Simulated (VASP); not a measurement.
# SiC (P6_3mc) in VASP: notebook, part 2 of 3

VASP 6.6.1. The steps go on from the part before.

**3. Single point, r2SCAN**

The input, POSCAR:

```
SiC
1.0
    3.0790000000      0.0000000000      0.0000000000
   -1.5395000000      2.6664922183      0.0000000000
    0.0000000000      0.0000000000     20.1460000000
Si C
8 8
Direct
    0.3333333333      0.6666666667      0.2500000000
    0.6666666667      0.3333333333      0.7500000000
    0.3333333333      0.6666666667      0.6250000000
    0.6666666667      0.3333333333      0.1250000000
    0.0000000000      0.0000000000      0.0000000000
    0.0000000000      0.0000000000      0.5000000000
    0.3333333333      0.6666666667      0.8750000000
    0.6666666667      0.3333333333      0.3750000000
    0.3333333333      0.6666666667      0.9690000000
    0.6666666667      0.3333333333      0.4690000000
    0.0000000000      0.0000000000      0.0940000000
    0.0000000000      0.0000000000      0.5940000000
    0.3333333333      0.6666666667      0.3440000000
    0.6666666667      0.3333333333      0.8440000000
    0.3333333333      0.6666666667      0.7190000000
    0.6666666667      0.3333333333      0.2190000000
```

The input, INCAR.step1:

```
PREC     = Accurate       # precision mode
ENCUT    = 520            # plane-wave cutoff, eV
ISMEAR   = 0              # smearing method
SIGMA    = 0.02           # smearing width, eV
LREAL    = Auto         
LASPH    = True           # aspherical terms in the spheres
NELM     = 80             # most SCF steps
NBANDS   = 46             # bands
GGA      = PE             # functional
ALGO     = Normal         # electronic algorithm
EDIFF    = 1E-4           # SCF threshold, eV
LWAVE    = True           # write WAVECAR
LCHARG   = False          # write CHGCAR
```

The input, INCAR.step2:

```
PREC     = Accurate       # precision mode
ENCUT    = 520            # plane-wave cutoff, eV
EDIFF    = 1E-6           # SCF threshold, eV
ISMEAR   = 0              # smearing method
SIGMA    = 0.02           # smearing width, eV
LREAL    = Auto         
LASPH    = True           # aspherical terms in the spheres
NELM     = 80             # most SCF steps
ALGO     = Normal         # electronic algorithm
ISIF     = 2              # what is computed and relaxed
LWAVE    = False          # write WAVECAR
LCHARG   = False          # write CHGCAR
METAGGA  = R2SCAN         # meta-GGA
LMIXTAU  = True         
NBANDS   = 46             # bands
ISTART   = 1
```

The input, KPOINTS:

```
regular mesh
0
Gamma
  12 12 2
```

Potentials or basis: VASP PAW PBE potentials, release 64 (Si, C).

Launch:

```bash
$ cat potpaw_PBE.64/Si/POTCAR potpaw_PBE.64/C/POTCAR > POTCAR
$ cp INCAR.step1 INCAR
$ mpirun -np 1 vasp_std > vasp.out
$ cp INCAR.step2 INCAR
$ mpirun -np 1 vasp_std > vasp.out
```

OUTCAR:

```text
PREC = Accurate
   ENCUT = 520
   EDIFF = 1E-6
   ISMEAR = 0
   LREAL = Auto
   LASPH = True
   NELM = 80
   ISIF = 2
   METAGGA = R2SCAN
   ISTART = 1

 ion  position               nearest neighbor table
   1  0.333  0.667  0.250-  16 1.88  16 1.88  16 1.88  13 1.89   8 3.08   4 3.08   4 3.08   8 3.08
                             8 3.08   4 3.08
   2  0.667  0.333  0.750-  15 1.88  15 1.88  15 1.88  14 1.89   3 3.08   7 3.08   7 3.08   3 3.08
                             7 3.08   3 3.08
   3  0.333  0.667  0.625-  12 1.88  12 1.88  12 1.88  15 1.89   6 3.08   2 3.08   2 3.08   6 3.08
                             6 3.08   2 3.08
   4  0.667  0.333  0.125-  11 1.88  11 1.88  11 1.88  16 1.89   5 3.08   1 3.08   1 3.08   5 3.08
                             5 3.08   1 3.08
   5  0.000  0.000  0.000-   9 1.88   9 1.88   9 1.88  11 1.89   7 3.08   4 3.08   7 3.08   4 3.08
                             7 3.08   4 3.08
   6  0.000  0.000  0.500-  10 1.88  10 1.88  10 1.88  12 1.89   8 3.08   3 3.08   8 3.08   3 3.08
                             3 3.08   8 3.08
   7  0.333  0.667  0.875-  14 1.88  14 1.88  14 1.88   9 1.89   2 3.08   5 3.08   2 3.08   5 3.08
                             5 3.08   2 3.08
   8  0.667  0.333  0.375-  13 1.88  13 1.88  13 1.88  10 1.89   6 3.08   1 3.08   1 3.08   6 3.08
                             6 3.08   1 3.08
   9  0.333  0.667  0.969-   5 1.88   5 1.88   5 1.88   7 1.89
  10  0.667  0.333  0.469-   6 1.88   6 1.88   6 1.88   8 1.89
  11  0.000  0.000  0.094-   4 1.88   4 1.88   4 1.88   5 1.89
  12  0.000  0.000  0.594-   3 1.88   3 1.88   3 1.88   6 1.89
  13  0.333  0.667  0.344-   8 1.88   8 1.88   8 1.88   1 1.89
  14  0.667  0.333  0.844-   7 1.88   7 1.88   7 1.88   2 1.89
  15  0.333  0.667  0.719-   2 1.88   2 1.88   2 1.88   3 1.89
  16  0.667  0.333  0.219-   1 1.88   1 1.88   1 1.88   4 1.89

  LATTYP: Found a hexagonal cell.
 ALAT       =     3.0790000000
 C/A-ratio  =     6.5430334524

  Lattice vectors:

 A1 = (   3.0790000000,   0.0000000000,   0.0000000000)
 A2 = (  -1.5395000000,   2.6664922183,   0.0000000000)
 A3 = (   0.0000000000,   0.0000000000,  20.1460000000)

Analysis of symmetry for initial positions (statically):
=====================================================================
 Subroutine PRICEL returns:
 Original cell was already a primitive cell.

 Routine SETGRP: Setting up the symmetry group for a
 hexagonal supercell.

 Subroutine GETGRP returns: Found 12 space group operations
 (whereof  6 operations were pure point group operations)
 out of a pool of 24 trial point group operations.

The static configuration has the point symmetry C_3v.
 The point group associated with its full space group is C_6v.

Analysis of symmetry for dynamics (positions and initial velocities):
=====================================================================
 Subroutine PRICEL returns:
 Original cell was already a primitive cell.

 Routine SETGRP: Setting up the symmetry group for a
 hexagonal supercell.

 Subroutine GETGRP returns: Found 12 space group operations
 (whereof  6 operations were pure point group operations)
 out of a pool of 24 trial point group operations.

The dynamic configuration has the point symmetry C_3v.
 The point group associated with its full space group is C_6v.

 Subroutine INISYM returns: Found 12 space group operations
[... 104 lines left out ...]
  0.250000  0.000000  0.500000      6.000000
  0.333333  0.000000  0.500000      6.000000
 [... further k-points ...]
   k-points           NKPTS =     38   k-points in BZ     NKDIM =     38   number of bands    NBANDS=     46
   number of dos      NEDOS =    301   number of ions     NIONS =     16
   total plane-waves  NPLWV =  86400
   dimension x,y,z NGX =    24 NGY =   24 NGZ =  150
   dimension x,y,z NGXF=    48 NGYF=   48 NGZF=  300
   ions per type =               8   8
   NGX,Y,Z   is equivalent  to a cutoff of  12.96, 12.96, 12.38 a.u.
   NGXF,Y,Z  is equivalent  to a cutoff of  25.92, 25.92, 24.76 a.u.
 SYSTEM =  unknown system
   PREC   = accura    normal or accurate (medium, high low for compatibility)
   ISTART =      1    job   : 0-new  1-cont  2-samecut
   ICHARG =      0    charge: 1-file 2-atom 10-const
   ISPIN  =      1    spin polarized calculation?
   LNONCOLLINEAR =      F non collinear calculations
   LSORBIT =      F    spin-orbit coupling
   LASPH  =      T    aspherical Exc in radial PAW
   ENCUT  =  520.0 eV  38.22 Ry    6.18 a.u.   5.72  5.72 37.46*2*pi/ulx,y,z
   NELM   =     80;   NELMIN=  2; NELMDL=  0     # of ELM steps
   EDIFF  = 0.1E-05   stopping-criterion for ELM
   LREAL  =      T    real-space projection
   EDIFFG = 0.1E-04   stopping-criterion for IOM
   NSW    =      0    number of steps for IOM
   IBRION =     -1    ionic relax: 0-MD 1-quasi-New 2-CG
   NFREE  =      0    steps in history (QN), initial steepest desc. (CG)
   ISIF   =      2    stress and relaxation
   ISYM   =      2    0-nonsym 1-usesym 2-fastsym
   POTIM  = 0.5000    time-step for ionic-motion
   TEBEG  =    0.0;   TEEND  =   0.0 temperature during run
   PSTRESS=    0.0 pullay stress
   NELECT =      64.0000    total number of electrons
   NUPDOWN=      -1.0000    fix difference up-down
   EMIN   =  10.00;   EMAX   =-10.00  energy-range for DOS
   EFERMI =   0.00;   METHOD = LEGACY
   ISMEAR =     0;   SIGMA  =   0.02  broadening in eV -4-tet -1-fermi 0-gaus
   EFERMI_NEDOS =   21; number of points for ismear=-14 and -15
   IALGO  =     38    algorithm
   IMIX   =      4    mixing-type and parameters
     AMIX     =   0.40;   BMIX     =  1.00
     AMIX_MAG =   1.60;   BMIX_MAG =  1.00
  volume/ion in A,a.u.               =      10.34        69.76
  Fermi-wavevector in a.u.,A,eV,Ry     =   1.192949  2.254347 19.362823  1.423127
  Thomas-Fermi vector in A             =   2.328975
   LORBIT       =      0    0 simple, 1 ext, 2 COOP (PROOUT), +10 PAW based schemes
   METAGGA = R2SCAN    functional components
   LHFCALC =     F    Hartree Fock is set to
   AEXX    =    0.0000 exact exchange contribution
   IVDW    =     0    specifies the selected vdW correction
   LEPSILON=     F    determine dielectric tensor
   LRPA    =     F    only Hartree local field effects (RPA)
 non-spin polarized calculation
 Gauss-broadening in eV      SIGMA  =   0.02
  energy-cutoff  :      520.00
  volume of cell :      165.40
 maximum number of plane-waves:      4492
 NGX is ok and might be reduce to    24
   NGX = 11   NGY = 11   NGZ = 75

 number of electron      63.9999999 magnetization

 Free energy of the ion-electron system (eV)
  ---------------------------------------------------
  ext. energy  EPLUGINS =         0.00000000
  ---------------------------------------------------
  free energy    TOTEN  =      -154.62404489 eV

  energy without entropy =     -154.62404489  energy(sigma->0) =     -154.62404489

 E-fermi :   8.1048     XC(G=0): -11.9364

 val. band max:        8.0208590639   @ k =   0.0000   0.0000   0.0000
 cond. band min:      10.1704958665   @ k =   0.5000   0.0000   0.0000
 fundamental gap:      2.1496368026
 Fermi energy:         8.1047828857

 k-point     1 :       0.0000    0.0000    0.0000
  band No.  band energies     occupation
      1      -8.2012      2.00000
      2      -7.9095      2.00000
      3      -7.8609      2.00000
      4      -6.9793      2.00000
      5      -6.9510      2.00000
      6      -5.5982      2.00000
[... 1117 lines left out ...]
     43      15.4091      0.00000
     44      15.4091      0.00000

 [... further k-points ...]

 [bands above 44 left out]

------------------------ aborting loop because EDIFF is reached ----------------------------------------

  FORCE on cell =-STRESS in cart. coord.  units (eV):
  Direction    XX          YY          ZZ          XY          YZ          ZX
  --------------------------------------------------------------------------------------
  -------------------------------------------------------------------------------------
  Total       -0.0666452     -0.0666452     -0.7444348      0.0000000      0.0000000      0.0000000
  in kB       -0.6455663     -0.6455663     -7.2110487      0.0000000      0.0000000      0.0000000
  external PRESSURE =      -2.8340605 kB  Pullay stress =       0.0000000 kB

 VOLUME and BASIS-vectors are now :
 -----------------------------------------------------------------------------
  energy-cutoff  :      520.00
  volume of cell :      165.40
      direct lattice vectors                 reciprocal lattice vectors
     3.079000000  0.000000000  0.000000000     0.324780773  0.187512267  0.000000000
    -1.539500000  2.666492218  0.000000000     0.000000000  0.375024533  0.000000000
     0.000000000  0.000000000 20.146000000     0.000000000  0.000000000  0.049637645

 POSITION                                       TOTAL-FORCE (eV/Angst)
 -----------------------------------------------------------------------------------
     -0.00000      1.77766      5.03650        -0.000000      0.000000      0.084360
      1.53950      0.88883     15.10950         0.000000     -0.000000      0.084360
     -0.00000      1.77766     12.59125         0.000000     -0.000000      0.068645
      1.53950      0.88883      2.51825        -0.000000     -0.000000      0.068645
      0.00000      0.00000      0.00000         0.000000     -0.000000      0.081015
      0.00000      0.00000     10.07300        -0.000000      0.000000      0.081015
[... 8 lines left out ...]
     -0.00000      1.77766     14.48497        -0.000000     -0.000000     -0.159974
      1.53950      0.88883      4.41197        -0.000000     -0.000000     -0.159974
 -----------------------------------------------------------------------------------
    total drift:                               -0.000000     -0.000000      0.014551

  FREE ENERGIE OF THE ION-ELECTRON SYSTEM (eV)
  ---------------------------------------------------
  free  energy   TOTEN  =      -154.6240448901 eV

  energy  without entropy=     -154.6240448901  energy(sigma->0) =     -154.62404489
```

Wall time 10 min (1 thread of Intel Xeon 6975P-C (Granite Rapids), shared host); peak memory 0.39 GiB.

What came out:

* Free energy: -154.6240 eV
* Pressure: -0.3 GPa
* Largest force: 0.160 eV/Å
* Band gap on the k mesh: 2.15 eV, indirect (least direct gap 3.30 eV)

Forces in eV/Å, atoms in the order of the input:
```
Si   0.000  0.000  0.084
Si   0.000  0.000  0.084
Si   0.000  0.000  0.069
Si   0.000  0.000  0.069
Si   0.000  0.000  0.081
Si   0.000  0.000  0.081
Si   0.000  0.000  0.072
Si   0.000  0.000  0.072
C    0.000  0.000 -0.093
C    0.000  0.000 -0.093
C    0.000  0.000 -0.067
C    0.000  0.000 -0.067
C    0.000  0.000  0.014
C    0.000  0.000  0.014
C    0.000  0.000 -0.160
C    0.000  0.000 -0.160
```

Caveat: the PAW data sets were made with another functional, which shifts forces and pressure a little.

(Continued in part 3 of 3.)
